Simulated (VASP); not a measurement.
# ZnGeO2 (R-3m) in VASP: further runs

ZnGeO2 is run at these levels: PBE; tasks: single point.

Program: VASP 6.6.1. These are calculated values, not measurements. Logs are shortened: lines on timing, memory, paths and dates and some standing lists are left out, and cuts for length are marked.

### Step 1. The cell of the first run

Symmetry: R-3m, No. 166, trigonal system. Conventional cell: a = 4.848 Å, b = 4.848 Å, c = 7.853 Å, α = 90.00°, β = 90.00°, γ = 120.00°. Zn (site symmetry -3m) has 2 O at 1.82 Å within 2.4 Å. Within 2.9 Å of Ge (site symmetry -3m) lie 8 O at 2.10 to 2.85 Å. O (site symmetry 3m) has 1 Zn at 1.82 Å and 1 Ge at 2.10 Å within 2.4 Å.

The cell was generated, and may not be a known phase.

### Step 2. Single point, PBE

Input file INCAR:

```
SYSTEM = ZnGeO2
PREC     = Accurate       ! precision mode
ENCUT    = 520            ! plane-wave cutoff, eV
EDIFF    = 1E-6           ! SCF threshold, eV
ISMEAR   = 0              ! smearing method
SIGMA    = 0.1            ! smearing width, eV
LREAL    = .False.        ! projectors in reciprocal space
LASPH    = .True.         ! aspherical terms in the spheres
NELM     = 60             ! most SCF steps
ALGO     = Normal         ! electronic algorithm
ISIF     = 2              ! what is computed and relaxed
LWAVE    = .False.        ! write WAVECAR
LCHARG   = .False.        ! write CHGCAR
GGA      = PE             ! functional
NBANDS   = 27             ! bands
```

Input file KPOINTS:

```
regular mesh
0
Gamma
  6 6 6
  0 0 0
```

Input file POSCAR:

```
ZnGeO2
1.0
    2.4240311218      1.3995150207      2.6177701973
   -2.4240311218      1.3995150207      2.6177701973
    0.0000000000     -2.7990300414      2.6177701973
Zn Ge O
1 1 2
Direct
    0.0000000000      0.0000000000      0.0000000000
    0.5000000000      0.5000000000      0.5000000000
    0.7678882321      0.7678882321      0.7678882321
    0.2321117679      0.2321117679      0.2321117679
```

Potentials or basis: VASP PAW PBE potentials, release 64 (Zn, Ge_d, O).

Run with:

```bash
$ cat potpaw_PBE.64/Zn/POTCAR potpaw_PBE.64/Ge_d/POTCAR potpaw_PBE.64/O/POTCAR > POTCAR
$ mpirun -np 1 vasp_std > vasp.out
```

OUTCAR:

```text
SYSTEM = ZnGeO2
   PREC = Accurate
   ENCUT = 520
   EDIFF = 1E-6
   ISMEAR = 0
   LREAL = .False.
   LASPH = .True.
   NELM = 60
   ISIF = 2
   GGA = PE

 ion  position               nearest neighbor table
   1  0.000  0.000  0.000-   3 1.82   4 1.82
   2  0.500  0.500  0.500-   3 2.10   4 2.10
   3  0.768  0.768  0.768-   1 1.82   2 2.10
   4  0.232  0.232  0.232-   1 1.82   2 2.10

  LATTYP: Found a trigonal (rhomboedric) cell.
 ALAT       =     3.8324000285
 COS(alpha) =     0.1998623452

  Lattice vectors:

 A1 = (   2.4240311218,   1.3995150207,   2.6177701973)
 A2 = (  -2.4240311218,   1.3995150207,   2.6177701973)
 A3 = (   0.0000000000,  -2.7990300414,   2.6177701973)

Analysis of symmetry for initial positions (statically):
=====================================================================
 Subroutine PRICEL returns:
 Original cell was already a primitive cell.

 Routine SETGRP: Setting up the symmetry group for a
 trigonal (rhombohedral) supercell.

 Subroutine GETGRP returns: Found 12 space group operations
 (whereof 12 operations were pure point group operations)
 out of a pool of 12 trial point group operations.

The static configuration has the point symmetry D_3d.

Analysis of symmetry for dynamics (positions and initial velocities):
=====================================================================
 Subroutine PRICEL returns:
 Original cell was already a primitive cell.

 Routine SETGRP: Setting up the symmetry group for a
 trigonal (rhombohedral) supercell.

 Subroutine GETGRP returns: Found 12 space group operations
 (whereof 12 operations were pure point group operations)
 out of a pool of 12 trial point group operations.

The dynamic configuration has the point symmetry D_3d.

 Subroutine INISYM returns: Found 12 space group operations
 (whereof 12 operations are pure point group operations),
 and found     1 'primitive' translations

----------------------------------------------------------------------------------------

                                     Primitive cell

  volume of cell :      53.2842

  direct lattice vectors                    reciprocal lattice vectors
     2.424031122  1.399515021  2.617770197     0.206267979  0.119088873  0.127334834
    -2.424031122  1.399515021  2.617770197    -0.206267979  0.119088873  0.127334834
     0.000000000 -2.799030041  2.617770197     0.000000000 -0.238177746  0.127334834

  length of vectors
     3.832400029  3.832400029  3.832400029     0.270079245  0.270079245  0.270079245

  position of ions in fractional coordinates (direct lattice)
     0.000000000  0.000000000  0.000000000
     0.500000000  0.500000000  0.500000000
     0.767888232  0.767888232  0.767888232
     0.232111768  0.232111768  0.232111768

  ion indices of the primitive-cell ions
   primitive index   ion index
                 1           1
                 2           2
                 3           3
                 4           4

----------------------------------------------------------------------------------------

 KPOINTS: regular mesh

Automatic generation of k-mesh.
 Grid dimensions read from file:
 generate k-points for:    6    6    6

 Generating k-lattice:

  Cartesian coordinates                     Fractional coordinates (reciprocal lattice)
     0.034377996  0.019848146  0.021222472     0.166666667  0.000000000  0.000000000
    -0.034377996  0.019848146  0.021222472     0.000000000  0.166666667  0.000000000
     0.000000000 -0.039696291  0.021222472     0.000000000  0.000000000  0.166666667

  Length of vectors
     0.045013208  0.045013208  0.045013208

  Shift w.r.t. Gamma in fractional coordinates (k-lattice)
     0.000000000  0.000000000  0.000000000

 Subroutine IBZKPT returns following result:
 ===========================================

 Found     32 irreducible k-points:

 Following reciprocal coordinates:
            Coordinates               Weight
  0.000000  0.000000  0.000000      1.000000
  0.166667  0.000000  0.000000      6.000000
  0.333333  0.000000 -0.000000      6.000000
  0.500000  0.000000  0.000000      3.000000
  0.166667  0.166667 -0.000000      6.000000
  0.333333  0.166667  0.000000     12.000000
[... 16 lines left out ...]
  0.500000  0.500000  0.166667      6.000000
 -0.333333  0.500000  0.166667     12.000000
 [... further k-points ...]
   k-points           NKPTS =     32   k-points in BZ     NKDIM =     32   number of bands    NBANDS=     27
   number of dos      NEDOS =    301   number of ions     NIONS =      4
   total plane-waves  NPLWV =  27000
   dimension x,y,z NGX =    30 NGY =   30 NGZ =   30
   dimension x,y,z NGXF=    60 NGYF=   60 NGZF=   60
   ions per type =               1   1   2
   NGX,Y,Z   is equivalent  to a cutoff of  13.01, 13.01, 13.01 a.u.
   NGXF,Y,Z  is equivalent  to a cutoff of  26.03, 26.03, 26.03 a.u.
 SYSTEM =  ZnGeO2
   PREC   = accura    normal or accurate (medium, high low for compatibility)
   ISTART =      0    job   : 0-new  1-cont  2-samecut
   ICHARG =      2    charge: 1-file 2-atom 10-const
   ISPIN  =      1    spin polarized calculation?
   LNONCOLLINEAR =      F non collinear calculations
   LSORBIT =      F    spin-orbit coupling
   LASPH  =      T    aspherical Exc in radial PAW
   ENCUT  =  520.0 eV  38.22 Ry    6.18 a.u.   7.13  7.13  7.13*2*pi/ulx,y,z
   NELM   =     60;   NELMIN=  2; NELMDL= -5     # of ELM steps
   EDIFF  = 0.1E-05   stopping-criterion for ELM
   LREAL  =      F    real-space projection
   EDIFFG = 0.1E-04   stopping-criterion for IOM
   NSW    =      0    number of steps for IOM
   IBRION =     -1    ionic relax: 0-MD 1-quasi-New 2-CG
   NFREE  =      0    steps in history (QN), initial steepest desc. (CG)
   ISIF   =      2    stress and relaxation
   ISYM   =      2    0-nonsym 1-usesym 2-fastsym
   POTIM  = 0.5000    time-step for ionic-motion
   TEBEG  =    0.0;   TEEND  =   0.0 temperature during run
   PSTRESS=    0.0 pullay stress
   NELECT =      38.0000    total number of electrons
   NUPDOWN=      -1.0000    fix difference up-down
   EMIN   =  10.00;   EMAX   =-10.00  energy-range for DOS
   EFERMI =   0.00;   METHOD = LEGACY
   ISMEAR =     0;   SIGMA  =   0.10  broadening in eV -4-tet -1-fermi 0-gaus
   EFERMI_NEDOS =   21; number of points for ismear=-14 and -15
   IALGO  =     38    algorithm
   IMIX   =      4    mixing-type and parameters
     AMIX     =   0.40;   BMIX     =  1.00
     AMIX_MAG =   1.60;   BMIX_MAG =  1.00
  volume/ion in A,a.u.               =      13.32        89.89
  Fermi-wavevector in a.u.,A,eV,Ry     =   1.462637  2.763983 29.107034  2.139307
  Thomas-Fermi vector in A             =   2.578827
   LORBIT       =      0    0 simple, 1 ext, 2 COOP (PROOUT), +10 PAW based schemes
   GGA     = PE    functional components
   LHFCALC =     F    Hartree Fock is set to
   AEXX    =    0.0000 exact exchange contribution
   IVDW    =     0    specifies the selected vdW correction
   LEPSILON=     F    determine dielectric tensor
   LRPA    =     F    only Hartree local field effects (RPA)
 non-spin polarized calculation
 Gauss-broadening in eV      SIGMA  =   0.10
  energy-cutoff  :      520.00
  volume of cell :       53.28
 maximum number of plane-waves:      1459
 NGX is ok and might be reduce to    30
   NGX = 15   NGY = 15   NGZ = 15

 number of electron      37.9999998 magnetization

 Free energy of the ion-electron system (eV)
  ---------------------------------------------------
  ext. energy  EPLUGINS =         0.00000000
  ---------------------------------------------------
  free energy    TOTEN  =       -17.94115202 eV

  energy without entropy =      -17.94115202  energy(sigma->0) =      -17.94115202

 E-fermi :   3.1767     XC(G=0): -10.9104

 val. band max:        2.7184533331   @ k =   0.5000   0.0000   0.0000
 cond. band min:       4.2705913653   @ k =   0.5000   0.5000  -0.0000
 fundamental gap:      1.5521380322
 Fermi energy:         3.1766786824

 k-point     1 :       0.0000    0.0000    0.0000
  band No.  band energies     occupation
      1     -21.3699      2.00000
      2     -21.3699      2.00000
      3     -21.3134      2.00000
      4     -21.3105      2.00000
      5     -21.3105      2.00000
      6     -15.0384      2.00000
[... 19 lines left out ...]
     26      14.2714      0.00000
     27      14.2714      0.00000

 k-point     2 :       0.1667    0.0000    0.0000
  band No.  band energies     occupation
      1     -21.3700      2.00000
      2     -21.3699      2.00000
      3     -21.3146      2.00000
      4     -21.3108      2.00000
      5     -21.3089      2.00000
      6     -14.9380      2.00000
[... 19 lines left out ...]
     26      14.7824      0.00000
     27      15.3115      0.00000

 k-point     3 :       0.3333    0.0000   -0.0000
  band No.  band energies     occupation
      1     -21.3703      2.00000
      2     -21.3701      2.00000
      3     -21.3169      2.00000
      4     -21.3112      2.00000
      5     -21.3055      2.00000
      6     -14.6751      2.00000
[... 19 lines left out ...]
     26      15.3075      0.00000
     27      15.5530      0.00000

 k-point     4 :       0.5000    0.0000    0.0000
  band No.  band energies     occupation
      1     -21.3704      2.00000
      2     -21.3703      2.00000
      3     -21.3181      2.00000
      4     -21.3114      2.00000
      5     -21.3037      2.00000
      6     -14.4371      2.00000
[... 19 lines left out ...]
     26      15.1720      0.00000
     27      15.3744      0.00000
[... 516 lines left out ...]
      4     -21.3091      2.00000
      5     -21.3052      2.00000
      6     -14.5292      2.00000
[... 19 lines left out ...]
     26      14.5469      0.00000
     27      16.3478      0.00000

 k-point    23 :       0.5000    0.5000    0.1667
  band No.  band energies     occupation
      1     -21.3724      2.00000
      2     -21.3694      2.00000
      3     -21.3253      2.00000
      4     -21.3069      2.00000
      5     -21.3014      2.00000
      6     -14.1892      2.00000
[... 19 lines left out ...]
     26      15.0995      0.00000
     27      16.8905      0.00000

 k-point    24 :      -0.3333    0.5000    0.1667
  band No.  band energies     occupation
      1     -21.3720      2.00000
      2     -21.3694      2.00000
      3     -21.3237      2.00000
      4     -21.3075      2.00000
      5     -21.3025      2.00000
      6     -14.2634      2.00000
[... 19 lines left out ...]
     26      15.3888      0.00000
     27      16.8036      0.00000

 [... further k-points ...]

------------------------ aborting loop because EDIFF is reached ----------------------------------------

  FORCE on cell =-STRESS in cart. coord.  units (eV):
  Direction    XX          YY          ZZ          XY          YZ          ZX
  --------------------------------------------------------------------------------------
  -------------------------------------------------------------------------------------
  Total        0.0381164      0.0381164      0.6550615      0.0000000     -0.0000000      0.0000000
  in kB        1.1461044      1.1461044     19.6967314      0.0000000     -0.0000000      0.0000000
  external PRESSURE =       7.3296468 kB  Pullay stress =       0.0000000 kB

 VOLUME and BASIS-vectors are now :
 -----------------------------------------------------------------------------
  energy-cutoff  :      520.00
  volume of cell :       53.28
      direct lattice vectors                 reciprocal lattice vectors
     2.424031122  1.399515021  2.617770197     0.206267979  0.119088873  0.127334834
    -2.424031122  1.399515021  2.617770197    -0.206267979  0.119088873  0.127334834
     0.000000000 -2.799030041  2.617770197     0.000000000 -0.238177746  0.127334834

 POSITION                                       TOTAL-FORCE (eV/Angst)
 -----------------------------------------------------------------------------------
      0.00000      0.00000      0.00000         0.000000      0.000000     -0.000000
      0.00000      0.00000      3.92666         0.000000     -0.000000     -0.000000
      0.00000      0.00000      6.03046         0.000000     -0.000000     -0.134487
      0.00000      0.00000      1.82285         0.000000      0.000000      0.134487
 -----------------------------------------------------------------------------------
    total drift:                               -0.000000     -0.000000      0.000000

  FREE ENERGIE OF THE ION-ELECTRON SYSTEM (eV)
  ---------------------------------------------------
  free  energy   TOTEN  =       -17.9411520201 eV

  energy  without entropy=      -17.9411520201  energy(sigma->0) =      -17.94115202
```

Wall time 23 s (1 thread of Intel Xeon 6975P-C (Granite Rapids), shared host); peak memory 0.19 GiB.

Results:

```
Free energy            : -17.9412 eV
Pressure               : 0.7 GPa
Largest force          : 0.134 eV/Å
Band gap on the k mesh : 1.55 eV (least direct gap 2.07 eV)
```

Forces in eV/Å, atoms in the order of the input:
```
Zn   0.000  0.000  0.000
Ge   0.000  0.000  0.000
O    0.000  0.000 -0.134
O    0.000  0.000  0.134
```

Stress tensor (GPa, compression positive):
```
0.11 0.00 0.00
0.00 0.11 0.00
0.00 0.00 1.97
```

Levels at points of the mesh, in eV from the valence-band top:
```csv
k point,band 17,band 18,band 19,band 20,band 21,band 22
"(0.00, 0.00, 0.00)",-1.91,-0.90,-0.90,1.67,1.67,6.09
"(0.50, 0.00, 0.00)",-1.45,-1.42,0.00,2.61,3.29,5.69
"(0.50, 0.50, 0.00)",-1.08,-1.03,-0.52,1.55,4.43,5.29
"(0.50, 0.50, 0.50)",-2.39,-2.39,-0.06,4.36,4.36,5.74
```

A k mesh can miss the band edges.

### Step 3. Single point, PBE

This run uses another cell than the first one, of 13.38 Å³/atom.

Input file INCAR:

```
SYSTEM = ZnGeO2
PREC = Accurate ; ENCUT = 520
EDIFF = 1E-6 ; ISMEAR = 0
SIGMA = 0.02 ; LREAL = .FALSE.
LASPH = .TRUE. ; NELM = 60
ALGO = Normal ; ISIF = 2
LWAVE = .FALSE. ; LCHARG = .TRUE.
GGA = PE ; LELF = .TRUE.
LVHAR = .TRUE. ; NBANDS = 27
```

Input file KPOINTS:

```
Automatic mesh
0
G
  6 6 6
  0 0 0
```

Input file POSCAR:

```
ZnGeO2
1.0
    2.4304844643      1.4032408597      2.6149827163
   -2.4304844643      1.4032408597      2.6149827163
    0.0000000000     -2.8064817194      2.6149827163
Zn Ge O
1 1 2
Direct
    0.0000000000      0.0000000000      0.0000000000
    0.5000000000      0.5000000000      0.5000000000
    0.7678391828      0.7678391828      0.7678391828
    0.2321608172      0.2321608172      0.2321608172
```

Potentials or basis: VASP PAW PBE potentials, release 64 (Zn, Ge_d, O).

Run with:

```bash
$ cat potpaw_PBE.64/Zn/POTCAR potpaw_PBE.64/Ge_d/POTCAR potpaw_PBE.64/O/POTCAR > POTCAR
$ mpirun -np 1 vasp_std > vasp.out
```

Run time: 24 s. Hardware: 1 thread of Intel Xeon 6975P-C (Granite Rapids), shared host; peak memory 0.19 GiB.

Results (log left out):

* Free energy: -17.9408 eV
* Pressure: 0.7 GPa
* Largest force: 0.148 eV/Å
* Band gap on the k mesh: 1.55 eV (least direct gap 2.06 eV)

Forces in eV/Å, atoms in the order of the input:
```
Zn   0.000  0.000  0.000
Ge   0.000  0.000  0.000
O    0.000  0.000 -0.148
O    0.000  0.000  0.148
```

Stress tensor (GPa, compression positive):
```
0.02 0.00 0.00
0.00 0.02 0.00
0.00 0.00 1.95
```

Levels at points of the mesh, in eV from the valence-band top:
```csv
k point,band 16,band 17,band 18,band 19,band 20,band 21,band 22,band 23
"(0.00, 0.00, 0.00)",-1.90,-1.90,-0.89,-0.89,1.67,1.67,6.09,7.25
"(0.50, 0.00, 0.00)",-1.72,-1.44,-1.40,0.00,2.61,3.27,5.69,6.09
"(0.50, 0.50, 0.00)",-1.44,-1.08,-1.03,-0.51,1.55,4.42,5.30,6.64
"(0.50, 0.50, 0.50)",-2.77,-2.38,-2.38,-0.05,4.34,4.34,5.74,7.40
```
